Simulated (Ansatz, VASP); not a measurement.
**Two plane-wave programs on TiAl**

Contents of INCAR:

```
SYSTEM = TiAl
  ALGO = Fast
  EDIFF = 1E-6
  ENCUT = 520
  GGA = PS
  ISIF = 2
  ISMEAR = 0
  LASPH = .TRUE.
  LCHARG = .TRUE.
  LELF = .TRUE.
  LREAL = .FALSE.
  LVHAR = .TRUE.
  LWAVE = .FALSE.
  NBANDS = 14
  NELM = 80
  PREC = Accurate
  SIGMA = 0.15
```

File KPOINTS:

```
k-points
0
G
  18 18 10
  0 0 0
```

The input POSCAR:

```
TiAl
1.0
    2.9102711662      0.0000000000      0.0000000000
   -1.4551355831      2.5203687618      0.0000000000
    0.0000000000      0.0000000000      4.6780830000
Ti Al
1 1
Direct
    0.0000000000      0.0000000000      0.0000000000
    0.3333333333      0.6666666667      0.5000000000
```

Input for Ansatz:

```yaml
crystal:
  lattice:
    - [2.9102711662, 0.0, 0.0]
    - [-1.4551355831, 2.5203687618, 0.0]
    - [0.0, 0.0, 4.678083]
  atoms:
    - { symbol: Ti, position: [0.0, 0.0, 0.0] }
    - { symbol: Al, position: [0.3333333333, 0.6666666667, 0.5] }
basis:
  ecutwfc: 420
kpoints:
  mp_grid: { grid: [18, 18, 10] }
hamiltonian:
  xc: pbesol
scf:
  occupations: { method: gaussian, width: 0.15 }
output:
  forces: true
  stress: true
  eigenvalues: true
```

Change from the starting cell: strain +0.015 along x and y, +0.000 along z, atoms carried along.

Alike in both runs: task single point; functional PBEsol; k mesh 18 × 18 × 10; occupations gaussian, width 0.15 eV; no spin polarisation.

|  | VASP | Ansatz |
| --- | --- | --- |
| version | VASP 6.6.1 | Ansatz 0.2.0 |
| potentials or method | VASP PAW PBE potentials, release 64 (Ti_sv, Al), cutoff 520 eV | scalar-relativistic, plane waves, PAW |
| valence electrons in the cell | 15 | 15 |

Ansatz gave:

```
gap on the k mesh at the Fermi level (eV)                     : none
pressure (GPa)                                                : -5.5
traceless stress, the component that is largest in VASP (GPa) : 0.05
```

Q: Estimate VASP's values.

A: gap on the k mesh at the Fermi level (eV): none; pressure (GPa): -5.5; traceless stress, the component that is largest in VASP (GPa): 0.11.

VASP's potentials were made for PBE, not for PBEsol. A gap of «none» marks a metal or a gap that the smearing closes. With one functional, cell and mesh, what is left measures potentials, basis and numerics.
